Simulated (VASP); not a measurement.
Wanted: the native input for a VASP 6.6.1 run.

| Item | Value |
| --- | --- |
| Task | single point |
| Functional | PBEsol |
| Potentials or basis | VASP PAW PBE potentials, release 64 (Na_pv, Cl) |
| Cutoff | 520 eV |
| k mesh | 8 × 8 × 8 |
| Occupations | gaussian, width 0.05 eV |
| Spin | no spin polarisation |
| Dipole correction | no |
| Further INCAR settings | ALGO = Normal; EDIFF = 1e-06; NBANDS = 14 |

The structure of NaCl lies in POSCAR:

```
NaCl
1.0
    0.0000000000      2.6052100000      2.6052100000
    2.6052100000      0.0000000000      2.6052100000
    2.6052100000      2.6052100000      0.0000000000
Na Cl
1 1
Direct
    0.0000000000      0.0000000000      0.0000000000
    0.5000000000      0.5000000000      0.5000000000
```

This cell differs from its parent crystal: strain -0.080 along x and y, -0.080 along z.

The input as run:

INCAR

```
  ALGO = Normal
  EDIFF = 1E-6
  ENCUT = 520
  GGA = PS
  ISIF = 2
  ISMEAR = 0
  LASPH = T
  LCHARG = F
  LREAL = F
  LWAVE = F
  NBANDS = 14
  NELM = 100
  PREC = Accurate
  SIGMA = 0.05
```

KPOINTS

```
k-points
0
Gamma
  8 8 8
```

Potentials or basis: VASP PAW PBE potentials, release 64 (Na_pv, Cl).

Command:

```sh
$ cat potpaw_PBE.64/Na_pv/POTCAR potpaw_PBE.64/Cl/POTCAR > POTCAR
$ mpirun -np 1 vasp_std > vasp.out
```

It gave:

| Item | Value |
| --- | --- |
| Pressure | 9.5 GPa |
| Band gap on the k mesh | 5.98 eV |

Caveat: the cell differs from its parent crystal (strain -0.080 along x and y, -0.080 along z); the cell stands under pressure; the PAW data sets were made with another functional, which shifts forces and pressure a little.

It took 17 s on 1 thread of Intel Xeon 8259CL, on a shared host, peak memory 0.15 GiB.
